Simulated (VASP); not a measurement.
A run of VASP 6.6.1 is set up as follows.

File INCAR:

```
SYSTEM = In8P7
PREC = Accurate
ENCUT = 400
EDIFF = 1E-6
ISMEAR = 0
SIGMA = 0.02
LREAL = .False.
LASPH = .True.
NELM = 120
ALGO = Normal
ISIF = 2
LWAVE = .False.
LCHARG = .True.
GGA = PE
LELF = .True.
LVHAR = .True.
NBANDS = 82
GGA_COMPAT = .False.
```

Contents of KPOINTS:

```
Automatic mesh
0
Gamma
  2 2 2
  0 0 0
```

File POSCAR:

```
In8P7
1.0
    0.0000000000      5.8610000000      5.8610000000
    5.8610000000      0.0000000000      5.8610000000
    5.8610000000      5.8610000000      0.0000000000
In P
8 7
Direct
    0.0000000000      0.0000000000      0.0000000000
    0.0000000000      0.0000000000      0.5000000000
    0.0000000000      0.5000000000      0.0000000000
    0.0000000000      0.5000000000      0.5000000000
    0.5000000000      0.0000000000      0.0000000000
    0.5000000000      0.0000000000      0.5000000000
    0.5000000000      0.5000000000      0.0000000000
    0.5000000000      0.5000000000      0.5000000000
    0.1250000000      0.1250000000      0.6250000000
    0.1250000000      0.6250000000      0.1250000000
    0.1250000000      0.6250000000      0.6250000000
    0.6250000000      0.1250000000      0.1250000000
    0.6250000000      0.1250000000      0.6250000000
    0.6250000000      0.6250000000      0.1250000000
    0.6250000000      0.6250000000      0.6250000000
```

Potentials or basis: VASP PAW PBE potentials, release 64 (In_d, P).

The run is started by

```console
$ cat potpaw_PBE.64/In_d/POTCAR potpaw_PBE.64/P/POTCAR > POTCAR
$ mpirun -np 1 vasp_std > vasp.out
```

Task: What does it give for the largest force?

Result: 0.712 eV/Å.

Task: Estimate the band gap on the k mesh.

Result: Zero (an odd number of electrons rules out a gap without spin polarisation).

Task: Predict the pressure.

Result: 2.5 GPa.

Forces in eV/Å, atoms in the order of the input:
```
In   0.411  0.411  0.411
In  -0.411 -0.411  0.411
In  -0.411  0.411 -0.411
In   0.021 -0.021 -0.021
In   0.411 -0.411 -0.411
In  -0.021  0.021 -0.021
In  -0.021 -0.021  0.021
In   0.021  0.021  0.021
P    0.000  0.000 -0.027
P    0.000 -0.027  0.000
P    0.027  0.000  0.000
P   -0.027  0.000  0.000
P    0.000  0.027  0.000
P    0.000  0.000  0.027
P    0.000  0.000  0.000
```

Caveat: the k points lie up to 0.46 Å⁻¹ apart, too coarse for converged energies and pressures of a metal; spin-orbit coupling is left out, which moves the levels of the heavy elements.
